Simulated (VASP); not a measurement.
Runs of VASP 6.6.1 on GaP. The structure is trigonal, space group R-3m (No. 166). The conventional cell has a = 3.886 Å, b = 3.886 Å, c = 19.292 Å, α = 90.00°, β = 90.00°, γ = 120.00°. Ga (site symmetry 3m) has 3 P at 2.40 Å and 1 Ga at 2.49 Å within 3.2 Å. P (site symmetry 3m) has 1 P at 2.21 Å and 3 Ga at 2.40 Å within 2.9 Å. 

| k mesh | gap on the mesh (eV) | pressure (GPa) | largest force (eV/Å) |
| --- | --- | --- | --- |
| 8 × 8 × 8 | 0.74 | -2.9 | 0.09 |
| 2 × 2 × 2 | (a) | 0.9 | (b) |
| 6 × 6 × 6 | 0.74 | -2.8 | 0.09 |
| 4 × 4 × 4 | 0.73 | -2.6 | 0.08 |

Alike in all rows: task single point; level PBEsol; potentials or basis VASP PAW PBE potentials, release 64 (Ga_d, P); no spin polarisation; cell as given; cutoff (eV) 520; smearing gaussian 0.01 eV.

Task: Estimate the missing entries.

Result: (a) 0.67; (b) 0.38.

Caveats: some runs use coarse meshes; the PAW data sets were made with another functional, which shifts forces and pressure a little.

A k mesh can miss the band edges, and the runs leave out spin-orbit coupling on Ga.
